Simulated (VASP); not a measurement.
## Sb: single point with PBE+D3(BJ)

The system is Sb.

```
Sb
1.0
     3.36900    0.00000    0.00000
    -1.68450    2.91764    0.00000
     0.00000    0.00000    5.33000
Sb
2
Direct
  0.33333 0.66667 0.25000
  0.66667 0.33333 0.75000
```

```json
{
 "Program": "VASP 6.6.1",
 "Task": "single point",
 "Functional": "PBE",
 "Dispersion": "D3(BJ)",
 "Potentials or basis": "VASP PAW PBE potentials, release 64 (Sb)",
 "Cutoff": "500 eV",
 "k mesh": "6 × 6 × 4",
 "Occupations": "gaussian, width 0.1 eV",
 "Spin": "no spin polarisation",
 "Dipole correction": "no",
 "Further INCAR settings": "ALGO = Normal; EDIFF = 1e-06; NBANDS = 12"
}
```

The pressure is -0.1 GPa. The band gap on the k mesh is zero (band 5 reaches 13.13 eV, above the bottom of band 6 at 5.56 eV) and the dispersion energy per atom is -0.539 eV.

Stress tensor (GPa, compression positive):
```
-3.62  0.00  0.00
 0.00 -3.62  0.00
 0.00  0.00  7.01
```

Levels at points of the mesh, in eV from the Fermi level:
| k point | band 1 | band 2 | band 3 | band 4 | band 5 | band 6 | band 7 | band 8 | band 9 | band 10 |
| --- | --- | --- | --- | --- | --- | --- | --- | --- | --- | --- |
| (0.00, 0.00, 0.00) | -13.10 | -8.88 | -5.88 | 3.39 | 3.39 | 5.18 | 5.18 | 6.14 | 7.46 | 8.86 |
| (0.50, 0.00, 0.00) | -9.53 | -8.14 | -4.19 | -2.86 | -2.33 | -0.13 | 0.17 | 3.84 | 4.27 | 7.59 |
| (0.00, 0.00, 0.50) | -11.78 | -11.78 | -0.37 | -0.37 | 4.28 | 4.28 | 4.28 | 4.28 | 8.47 | 8.47 |
| (0.50, 0.00, 0.50) | -8.55 | -8.55 | -5.44 | -5.44 | 1.53 | 1.53 | 2.10 | 2.10 | 5.82 | 5.82 |

Run time: 8.8 s on 1 thread of Intel(R) Xeon(R) Platinum 8375C CPU @ 2.90GHz (Ice Lake) (shared host), peak memory 0.18 GiB.

Caveat: spin-orbit coupling is left out, which moves the levels of the heavy elements; pairwise dispersion overbinds metals, which lowers pressure and volume.
